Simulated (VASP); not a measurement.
# TaN (P-62m) in VASP: single point with PBEsol

Aim: the single point of TaN with PBEsol.

Everything below comes from runs of VASP 6.6.1. Logs are shortened: lines on timing, memory, paths and dates and some standing lists are left out, and cuts for length are marked.

### Step 1. The cell of the first run

Symmetry: P-62m, No. 189, hexagonal system. The conventional cell has a = 5.264 Å, b = 5.264 Å, c = 2.949 Å, α = 90.00°, β = 90.00°, γ = 120.00°. Within 3.1 Å of Ta (site symmetry -6) lie 6 N at 2.19 Å and 5 Ta at 2.95 to 3.04 Å. Ta (site symmetry -62m) has 3 N at 2.07 Å within 2.7 Å. N (site symmetry m2m) has 5 Ta at 2.07 to 2.19 Å and 6 N at 2.81 to 2.95 Å within 3.0 Å.

### Step 2. Single point, PBEsol (11.80 Å³/atom)

INCAR reads:

```
PREC = Accurate ; ENCUT = 600
EDIFF = 1E-6 ; ISMEAR = -1
SIGMA = 0.01 ; LREAL = False
LASPH = True ; NELM = 120
ALGO = Normal ; ISIF = 2
LWAVE = False ; LCHARG = False
GGA = PS ; NBANDS = 33
GGA_COMPAT = False
```

KPOINTS reads:

```
regular mesh
0
Gamma
  6 6 9
```

POSCAR reads:

```
TaN
1.0
    5.2643771406      0.0000000000      0.0000000000
   -2.6321885702      4.5590843388      0.0000000000
    0.0000000000      0.0000000000      2.9493070245
Ta N
3 3
Direct
    0.3333333333      0.6666666667      0.5000000000
    0.6666666667      0.3333333333      0.5000000000
    0.0000000000      0.0000000000      0.0000000000
    0.3928500000      0.0000000000      0.0000000000
    0.6071500000      0.6071500000      0.0000000000
    0.0000000000      0.3928500000      0.0000000000
```

Potentials or basis: VASP PAW PBE potentials, release 64 (Ta_pv, N).

On the command line:

```sh
> cat potpaw_PBE.64/Ta_pv/POTCAR potpaw_PBE.64/N/POTCAR > POTCAR
> mpirun -np 1 vasp_std > vasp.out
```

OUTCAR:

```text
PREC = Accurate
   ENCUT = 600
   EDIFF = 1E-6
   ISMEAR = -1
   LREAL = False
   LASPH = True
   NELM = 120
   ISIF = 2
   GGA = PS

 ion  position               nearest neighbor table
   1  0.333  0.667  0.500-   4 2.19   4 2.19   6 2.19   6 2.19   5 2.19   5 2.19   2 3.04   2 3.04
                             2 3.04   3 3.38   3 3.38   3 3.38   3 3.38   3 3.38   3 3.38
   2  0.667  0.333  0.500-   6 2.19   6 2.19   4 2.19   4 2.19   5 2.19   5 2.19   1 3.04   1 3.04
                             1 3.04   3 3.38   3 3.38   3 3.38   3 3.38   3 3.38   3 3.38
   3  0.000  0.000  0.000-   6 2.07   5 2.07   4 2.07   2 3.38   1 3.38   1 3.38   2 3.38   1 3.38
                             1 3.38   2 3.38   2 3.38   2 3.38   2 3.38   1 3.38   1 3.38
   4  0.393  0.000  0.000-   3 2.07   1 2.19   1 2.19   2 2.19   2 2.19
   5  0.607  0.607  0.000-   3 2.07   2 2.19   2 2.19   1 2.19   1 2.19
   6  0.000  0.393  0.000-   3 2.07   2 2.19   2 2.19   1 2.19   1 2.19

  LATTYP: Found a hexagonal cell.
 ALAT       =     5.2643771406
 C/A-ratio  =     0.5602385516

  Lattice vectors:

 A1 = (   5.2643771406,   0.0000000000,   0.0000000000)
 A2 = (  -2.6321885702,   4.5590843388,   0.0000000000)
 A3 = (   0.0000000000,   0.0000000000,   2.9493070245)

Analysis of symmetry for initial positions (statically):
=====================================================================
 Subroutine PRICEL returns:
 Original cell was already a primitive cell.

 Routine SETGRP: Setting up the symmetry group for a
 hexagonal supercell.

 Subroutine GETGRP returns: Found 12 space group operations
 (whereof 12 operations were pure point group operations)
 out of a pool of 24 trial point group operations.

The static configuration has the point symmetry D_3h.

Analysis of symmetry for dynamics (positions and initial velocities):
=====================================================================
 Subroutine PRICEL returns:
 Original cell was already a primitive cell.

 Routine SETGRP: Setting up the symmetry group for a
 hexagonal supercell.

 Subroutine GETGRP returns: Found 12 space group operations
 (whereof 12 operations were pure point group operations)
 out of a pool of 24 trial point group operations.

The dynamic configuration has the point symmetry D_3h.

 Subroutine INISYM returns: Found 12 space group operations
 (whereof 12 operations are pure point group operations),
 and found     1 'primitive' translations

----------------------------------------------------------------------------------------

                                     Primitive cell

  volume of cell :      70.7855

  direct lattice vectors                    reciprocal lattice vectors
     5.264377141  0.000000000  0.000000000     0.189955995  0.109671145  0.000000000
    -2.632188570  4.559084339  0.000000000     0.000000000  0.219342290  0.000000000
     0.000000000  0.000000000  2.949307024     0.000000000  0.000000000  0.339062699

  length of vectors
     5.264377141  5.264377140  2.949307024     0.219342290  0.219342290  0.339062699

  position of ions in fractional coordinates (direct lattice)
     0.333333333  0.666666667  0.500000000
     0.666666667  0.333333333  0.500000000
     0.000000000  0.000000000  0.000000000
     0.392850000  0.000000000  0.000000000
     0.607150000  0.607150000  0.000000000
     0.000000000  0.392850000  0.000000000

  ion indices of the primitive-cell ions
   primitive index   ion index
                 1           1
                 2           2
                 3           3
                 4           4
                 5           5
                 6           6

----------------------------------------------------------------------------------------

 KPOINTS: regular mesh

Automatic generation of k-mesh.
 Grid dimensions read from file:
 generate k-points for:    6    6    9

 Generating k-lattice:

  Cartesian coordinates                     Fractional coordinates (reciprocal lattice)
     0.031659333  0.018278524  0.000000000     0.166666667 -0.000000000  0.000000000
     0.000000000  0.036557048  0.000000000     0.000000000  0.166666667  0.000000000
     0.000000000  0.000000000  0.037673633     0.000000000  0.000000000  0.111111111

  Length of vectors
     0.036557048  0.036557048  0.037673633

  Shift w.r.t. Gamma in fractional coordinates (k-lattice)
     0.000000000  0.000000000  0.000000000

 Subroutine IBZKPT returns following result:
 ===========================================

 Found     35 irreducible k-points:

 Following reciprocal coordinates:
            Coordinates               Weight
  0.000000  0.000000  0.000000      1.000000
  0.166667  0.000000  0.000000      6.000000
  0.333333  0.000000  0.000000      6.000000
  0.500000  0.000000  0.000000      3.000000
  0.166667  0.166667  0.000000      6.000000
  0.333333  0.166667  0.000000     12.000000
[... 16 lines left out ...]
  0.166667  0.000000  0.333333     12.000000
  0.333333  0.000000  0.333333     12.000000
 [... further k-points ...]
   k-points           NKPTS =     35   k-points in BZ     NKDIM =     35   number of bands    NBANDS=     33
   number of dos      NEDOS =    301   number of ions     NIONS =      6
   total plane-waves  NPLWV =  42336
   dimension x,y,z NGX =    42 NGY =   42 NGZ =   24
   dimension x,y,z NGXF=    84 NGYF=   84 NGZF=   48
   ions per type =               3   3
   NGX,Y,Z   is equivalent  to a cutoff of  13.26, 13.26, 13.53 a.u.
   NGXF,Y,Z  is equivalent  to a cutoff of  26.53, 26.53, 27.06 a.u.
 SYSTEM =  unknown system
   PREC   = accura    normal or accurate (medium, high low for compatibility)
   ISTART =      0    job   : 0-new  1-cont  2-samecut
   ICHARG =      2    charge: 1-file 2-atom 10-const
   ISPIN  =      1    spin polarized calculation?
   LNONCOLLINEAR =      F non collinear calculations
   LSORBIT =      F    spin-orbit coupling
   LASPH  =      T    aspherical Exc in radial PAW
   ENCUT  =  600.0 eV  44.10 Ry    6.64 a.u.  10.51 10.51  5.89*2*pi/ulx,y,z
   NELM   =    120;   NELMIN=  2; NELMDL= -5     # of ELM steps
   EDIFF  = 0.1E-05   stopping-criterion for ELM
   LREAL  =      F    real-space projection
[... 7 lines left out ...]
   TEBEG  =    0.0;   TEEND  =   0.0 temperature during run
   PSTRESS=    0.0 pullay stress
   NELECT =      48.0000    total number of electrons
   NUPDOWN=      -1.0000    fix difference up-down
   EMIN   =  10.00;   EMAX   =-10.00  energy-range for DOS
   EFERMI =   0.00;   METHOD = LEGACY
   ISMEAR =    -1;   SIGMA  =   0.01  broadening in eV -4-tet -1-fermi 0-gaus
   EFERMI_NEDOS =   21; number of points for ismear=-14 and -15
   IALGO  =     38    algorithm
   IMIX   =      4    mixing-type and parameters
     AMIX     =   0.40;   BMIX     =  1.00
     AMIX_MAG =   1.60;   BMIX_MAG =  1.00
  volume/ion in A,a.u.               =      11.80        79.61
  Fermi-wavevector in a.u.,A,eV,Ry     =   1.438270  2.717936 28.145286  2.068620
  Thomas-Fermi vector in A             =   2.557255
   LORBIT       =      0    0 simple, 1 ext, 2 COOP (PROOUT), +10 PAW based schemes
   GGA     = PS    functional components
   LHFCALC =     F    Hartree Fock is set to
   AEXX    =    0.0000 exact exchange contribution
   IVDW    =     0    specifies the selected vdW correction
   LEPSILON=     F    determine dielectric tensor
   LRPA    =     F    only Hartree local field effects (RPA)
 non-spin polarized calculation
  energy-cutoff  :      600.00
  volume of cell :       70.79
 maximum number of plane-waves:      2394
   NGX = 21   NGY = 21   NGZ = 11

 number of electron      48.0000000 magnetization

 Free energy of the ion-electron system (eV)
  ---------------------------------------------------
  ext. energy  EPLUGINS =         0.00000000
  ---------------------------------------------------
  free energy    TOTEN  =       -71.28814456 eV

  energy without entropy =      -71.28709205  energy(sigma->0) =      -71.28761830

 E-fermi :   7.7252     XC(G=0): -12.9523

 val. band max:        7.6994385662   @ k =   0.0000   0.0000   0.2222
 cond. band min:       7.7256014144   @ k =   0.1667   0.0000   0.3333
 fundamental gap:      0.0261628482
 Fermi energy:         7.7252368219

 k-point     1 :       0.0000    0.0000    0.0000
  band No.  band energies     occupation
      1     -28.4281      2.00000
      2     -28.4281      2.00000
      3     -28.1119      2.00000
      4     -28.1119      2.00000
      5     -27.9684      2.00000
      6     -27.8766      2.00000
[... 25 lines left out ...]
     32      10.7494      0.00000
     33      10.7494      0.00000

 k-point     2 :       0.1667    0.0000    0.0000
  band No.  band energies     occupation
      1     -28.4463      2.00000
      2     -28.4204      2.00000
      3     -28.1016      2.00000
      4     -28.0892      2.00000
      5     -27.9627      2.00000
      6     -27.8820      2.00000
[... 25 lines left out ...]
     32      10.6571      0.00000
     33      10.9460      0.00000

 k-point     3 :       0.3333    0.0000    0.0000
  band No.  band energies     occupation
      1     -28.4776      2.00000
      2     -28.3800      2.00000
      3     -28.1242      2.00000
      4     -28.0484      2.00000
      5     -27.9481      2.00000
      6     -27.8957      2.00000
[... 25 lines left out ...]
     32      11.3888      0.00000
     33      11.4707      0.00000

 k-point     4 :       0.5000    0.0000    0.0000
  band No.  band energies     occupation
      1     -28.4913      2.00000
      2     -28.3344      2.00000
      3     -28.1722      2.00000
      4     -28.0295      2.00000
      5     -27.9364      2.00000
      6     -27.9069      2.00000
[... 25 lines left out ...]
     32      11.1220      0.00000
     33      11.8103      0.00000

 k-point     5 :       0.1667    0.1667    0.0000
  band No.  band energies     occupation
      1     -28.4628      2.00000
      2     -28.4015      2.00000
      3     -28.1158      2.00000
      4     -28.0557      2.00000
      5     -27.9523      2.00000
      6     -27.8916      2.00000
[... 604 lines left out ...]
 k-point    22 :       0.0000    0.0000    0.3333
  band No.  band energies     occupation
      1     -28.5325      2.00000
      2     -28.3858      2.00000
      3     -28.3344      2.00000
      4     -28.3344      2.00000
      5     -28.0103      2.00000
      6     -28.0103      2.00000
[... 25 lines left out ...]
     32      11.0097      0.00000
     33      11.7438      0.00000

 k-point    23 :       0.1667    0.0000    0.3333
  band No.  band energies     occupation
      1     -28.5284      2.00000
      2     -28.3955      2.00000
      3     -28.3441      2.00000
      4     -28.3201      2.00000
      5     -28.0219      2.00000
      6     -27.9988      2.00000
[... 25 lines left out ...]
     32      11.0384      0.00000
     33      12.1420      0.00000

 k-point    24 :       0.3333    0.0000    0.3333
  band No.  band energies     occupation
      1     -28.5153      2.00000
      2     -28.4196      2.00000
      3     -28.3620      2.00000
      4     -28.2835      2.00000
      5     -28.0584      2.00000
      6     -27.9773      2.00000
[... 25 lines left out ...]
     32      11.2514      0.00000
     33      12.5618      0.00000

 [... further k-points ...]

------------------------ aborting loop because EDIFF is reached ----------------------------------------

  FORCE on cell =-STRESS in cart. coord.  units (eV):
  Direction    XX          YY          ZZ          XY          YZ          ZX
  --------------------------------------------------------------------------------------
  -------------------------------------------------------------------------------------
  Total       -6.1498782     -6.1498782     -7.1857669     -0.0000000      0.0000000     -0.0000000
  in kB     -139.1978375   -139.1978375   -162.6443940     -0.0000000      0.0000000     -0.0000000
  external PRESSURE =    -147.0133564 kB  Pullay stress =       0.0000000 kB

 VOLUME and BASIS-vectors are now :
 -----------------------------------------------------------------------------
  energy-cutoff  :      600.00
  volume of cell :       70.79
      direct lattice vectors                 reciprocal lattice vectors
     5.264377141  0.000000000  0.000000000     0.189955995  0.109671145  0.000000000
    -2.632188570  4.559084339  0.000000000     0.000000000  0.219342290  0.000000000
     0.000000000  0.000000000  2.949307024     0.000000000  0.000000000  0.339062699

 POSITION                                       TOTAL-FORCE (eV/Angst)
 -----------------------------------------------------------------------------------
     -0.00000      3.03939      1.47465        -0.000000     -0.000000      0.000000
      2.63219      1.51969      1.47465        -0.000000     -0.000000      0.000000
      0.00000      0.00000      0.00000        -0.000000     -0.000000      0.000000
      2.06811      0.00000      0.00000        -0.136859     -0.000000      0.000000
      1.59813      2.76805      0.00000         0.068429      0.118523     -0.000000
     -1.03406      1.79104      0.00000         0.068429     -0.118523      0.000000
 -----------------------------------------------------------------------------------
    total drift:                                0.000000      0.000000      0.000000

  FREE ENERGIE OF THE ION-ELECTRON SYSTEM (eV)
  ---------------------------------------------------
  free  energy   TOTEN  =       -71.2881445583 eV

  energy  without entropy=      -71.2870920452  energy(sigma->0) =      -71.28761830
```

It took 82 s on 1 thread of Oxide Virtual Turin-like, shared host; peak memory 0.2 GiB.

What came out:

```yaml
Free_energy: -71.2881 eV
Pressure: -14.7 GPa
Largest_force: 0.137 eV/Å
Band_gap_on_the_k_mesh: zero (bands 24 and 25 overlap by 2.98 eV)
```

Forces on the atoms (eV/Å):
```
Ta   0.000  0.000  0.000
Ta   0.000  0.000  0.000
Ta   0.000  0.000  0.000
N   -0.137  0.000  0.000
N    0.068  0.119  0.000
N    0.068 -0.119  0.000
```

Stress tensor (GPa, compression positive):
```
-13.92   0.00   0.00
  0.00 -13.92   0.00
  0.00   0.00 -16.26
```

Caveat: the cell stands under tension; the PAW data sets were made with another functional, which shifts forces and pressure a little; spin-orbit coupling is left out, which moves the levels of the heavy elements.

The gap in the log of VASP goes by the Fermi energy; the results here count the filled bands.